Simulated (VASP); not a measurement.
Here is a VASP 6.6.1 calculation.

INCAR

```
SYSTEM = HfBr
  ALGO = Normal
  EDIFF = 1E-6
  ENCUT = 520
  GGA = PE
  ISIF = 2
  ISMEAR = 0
  LASPH = .True.
  LCHARG = .False.
  LREAL = .False.
  LWAVE = .False.
  NBANDS = 16
  NELM = 60
  PREC = Accurate
  SIGMA = 0.1
```

KPOINTS

```
k-points
0
Gamma
  6 6 4
  0 0 0
```

POSCAR

```
HfBr
1.0
    2.1262579300     -2.3459425600      0.0000000000
    2.1262579300      2.3459425600      0.0000000000
    0.0000000000      0.0000000000      5.3567048700
Hf Br
1 1
Direct
    0.0000000000      0.0000000000      0.5000000000
    0.5000000000      0.5000000000      0.0000000000
```

Potentials or basis: VASP PAW PBE potentials, release 64 (Hf_pv, Br).

Run with:

```bash
$ cat potpaw_PBE.64/Hf_pv/POTCAR potpaw_PBE.64/Br/POTCAR > POTCAR
$ mpirun -np 1 vasp_std > vasp.out
```

(1) What does it give for the band gap on the k mesh?

(2) Estimate the pressure.

Answers

(1) zero (an odd number of electrons rules out a gap without spin polarisation).

(2) -5.2 GPa.

Caveat: the cell stands under tension; spin-orbit coupling is left out, which moves the levels of the heavy elements; an odd number of electrons without spin polarisation forces a metal; a magnetic or distorted state may lie lower.
